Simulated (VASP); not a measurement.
# KCl (P-1) in VASP: further runs, part 2 of 2

VASP 6.6.1. The steps go on from the part before.

## (3) Single point, PBEsol (atoms displaced along a vibrational mode, the cell strained)

File INCAR:

```
SYSTEM = KCl
  PREC = Accurate
  ENCUT = 520
  EDIFF = 1E-7
  ISMEAR = 0
  SIGMA = 0.05
  LREAL = .False.
  LASPH = .True.
  NELM = 60
  ALGO = Normal
  ISIF = 2
  LWAVE = .False.
  LCHARG = .False.
  GGA = PS
  NBANDS = 24
```

File KPOINTS:

```
regular mesh
0
Gamma
  6 6 6
  0 0 0
```

File POSCAR:

```
KCl
1.0
    0.0000000000     -3.1207041401     -3.3391534299
   -3.1207041401      0.0000000000     -3.3391534299
    3.1207041401      3.1207041401     -6.6783068599
K Cl
2 2
Direct
    0.5000000000      0.5000000000      0.5000000000
    0.0000000000      1.0000000000      0.0000000000
    0.8049809285      0.7747643635      0.7500000000
    0.1950190715      0.2252356365      0.2500000000
```

Potentials or basis: VASP PAW PBE potentials, release 64 (K_sv, Cl).

Run with:

```console
> cat potpaw_PBE.64/K_sv/POTCAR potpaw_PBE.64/Cl/POTCAR > POTCAR
> mpirun -np 1 vasp_std > vasp.out
```

OUTCAR:

```text
SYSTEM = KCl
   PREC = Accurate
   ENCUT = 520
   EDIFF = 1E-7
   ISMEAR = 0
   LREAL = .False.
   LASPH = .True.
   NELM = 60
   ISIF = 2
   GGA = PS

 ion  position               nearest neighbor table
   1  0.500  0.500  0.500-   4 2.96   3 2.96   3 3.06   4 3.06
   2  0.000  0.000  0.000-   3 3.08   4 3.08   3 3.21   4 3.21
   3  0.805  0.775  0.750-   1 2.96   1 3.06   2 3.08   2 3.21
   4  0.195  0.225  0.250-   1 2.96   1 3.06   2 3.08   2 3.21

  LATTYP: Found a base centered monoclinic cell.
 ALAT       =     8.0048342377
 B/A-ratio  =     0.5513346046
 C/A-ratio  =     1.0000000000
 COS(beta)  =    -0.3920603076

  Lattice vectors:

 A1 = (   0.0000000000,   3.1207041401,   3.3391534299)
 A2 = (   3.1207041401,   0.0000000000,   3.3391534299)
 A3 = (   3.1207041401,   3.1207041401,  -6.6783068599)

Analysis of symmetry for initial positions (statically):
=====================================================================
 Subroutine PRICEL returns:
 Original cell was already a primitive cell.

 Routine SETGRP: Setting up the symmetry group for a
 base centered monoclinic supercell.

 Subroutine GETGRP returns: Found  2 space group operations
 (whereof  2 operations were pure point group operations)
 out of a pool of  4 trial point group operations.

The static configuration has the point symmetry S_2 .

Analysis of symmetry for dynamics (positions and initial velocities):
=====================================================================
 Subroutine PRICEL returns:
 Original cell was already a primitive cell.

 Routine SETGRP: Setting up the symmetry group for a
 base centered monoclinic supercell.

 Subroutine GETGRP returns: Found  2 space group operations
 (whereof  2 operations were pure point group operations)
 out of a pool of  4 trial point group operations.

The dynamic configuration has the point symmetry S_2 .

 Subroutine INISYM returns: Found  2 space group operations
[... 113 lines left out ...]
   NUPDOWN=      -1.0000    fix difference up-down
   EMIN   =  10.00;   EMAX   =-10.00  energy-range for DOS
   EFERMI =   0.00;   METHOD = LEGACY
   ISMEAR =     0;   SIGMA  =   0.05  broadening in eV -4-tet -1-fermi 0-gaus
   EFERMI_NEDOS =   21; number of points for ismear=-14 and -15
   IALGO  =     38    algorithm
   IMIX   =      4    mixing-type and parameters
     AMIX     =   0.40;   BMIX     =  1.00
     AMIX_MAG =   1.60;   BMIX_MAG =  1.00
  volume/ion in A,a.u.               =      32.52       219.45
  Fermi-wavevector in a.u.,A,eV,Ry     =   1.025788  1.938458 14.316610  1.052241
  Thomas-Fermi vector in A             =   2.159647
   LORBIT       =      0    0 simple, 1 ext, 2 COOP (PROOUT), +10 PAW based schemes
   GGA     = PS    functional components
   LHFCALC =     F    Hartree Fock is set to
   AEXX    =    0.0000 exact exchange contribution
   IVDW    =     0    specifies the selected vdW correction
   LEPSILON=     F    determine dielectric tensor
   LRPA    =     F    only Hartree local field effects (RPA)
 non-spin polarized calculation
 Gauss-broadening in eV      SIGMA  =   0.05
  energy-cutoff  :      520.00
  volume of cell :      130.08
 maximum number of plane-waves:      3525
 NGX is ok and might be reduce to    36
   NGX = 17   NGY = 17   NGZ = 29

 number of electron      31.9999999 magnetization

 Free energy of the ion-electron system (eV)
  ---------------------------------------------------
  ext. energy  EPLUGINS =         0.00000000
  ---------------------------------------------------
  free energy    TOTEN  =       -13.89889826 eV

  energy without entropy =      -13.89889826  energy(sigma->0) =      -13.89889826

 E-fermi :  -1.7556     XC(G=0):  -7.5089

 val. band max:       -2.0055124289   @ k =   0.0000   0.0000   0.0000
 cond. band min:       2.7945322477   @ k =   0.0000   0.0000   0.0000
 fundamental gap:      4.8000446766
 Fermi energy:        -1.7556339943

 k-point     1 :       0.0000    0.0000    0.0000
  band No.  band energies     occupation
      1     -29.2206      2.00000
      2     -29.1342      2.00000
      3     -14.3250      2.00000
      4     -14.1192      2.00000
      5     -12.7636      2.00000
      6     -12.7502      2.00000
[... 637 lines left out ...]
     23       7.7401      0.00000
     24       7.8429      0.00000

 [... further k-points ...]
[... 5 lines left out ...]
  --------------------------------------------------------------------------------------
  -------------------------------------------------------------------------------------
  Total       -0.2214435      0.2562887     -0.7891128     -0.0349995     -0.2009073     -0.1130147
  in kB       -2.7275455      3.1567380     -9.7195933     -0.4310927     -2.4745983     -1.3920153
  external PRESSURE =      -3.0968003 kB  Pullay stress =       0.0000000 kB

 VOLUME and BASIS-vectors are now :
 -----------------------------------------------------------------------------
  energy-cutoff  :      520.00
  volume of cell :      130.08
      direct lattice vectors                 reciprocal lattice vectors
     0.000000000 -3.120704140 -3.339153430     0.080110125 -0.240330376 -0.074869276
    -3.120704140  0.000000000 -3.339153430    -0.240330376  0.080110125 -0.074869276
     3.120704140  3.120704140 -6.678306860     0.080110125  0.080110125 -0.074869276

 POSITION                                       TOTAL-FORCE (eV/Angst)
 -----------------------------------------------------------------------------------
      0.00000      0.00000     -6.67831         0.000000      0.000000      0.000000
      0.00000      0.00000      0.00000         0.000000      0.000000      0.000000
     -0.07728     -0.17158    -10.28374         0.119862      0.282026      0.146467
      0.07728      0.17158     -3.07287        -0.119862     -0.282026     -0.146467
 -----------------------------------------------------------------------------------
    total drift:                               -0.000000     -0.000000      0.000000

  FREE ENERGIE OF THE ION-ELECTRON SYSTEM (eV)
  ---------------------------------------------------
  free  energy   TOTEN  =       -13.8988982637 eV

  energy  without entropy=      -13.8988982637  energy(sigma->0) =      -13.89889826
```

It took 11 min on 1 thread of Intel Xeon 8259CL, shared host; peak memory 0.45 GiB.

What came out:

```yaml
Free_energy: -13.8989 eV
Pressure: -0.3 GPa
Largest_force: 0.340 eV/Å
Band_gap_on_the_k_mesh: 4.80 eV
```

Forces on the atoms (eV/Å):
```
K    0.000  0.000  0.000
K    0.000  0.000  0.000
Cl   0.120  0.282  0.146
Cl  -0.120 -0.282 -0.146
```

Caveat: the cell differs from its parent crystal (atoms displaced along a vibrational mode, the cell strained); the PAW data sets were made with another functional, which shifts forces and pressure a little. A k mesh can miss the band edges.
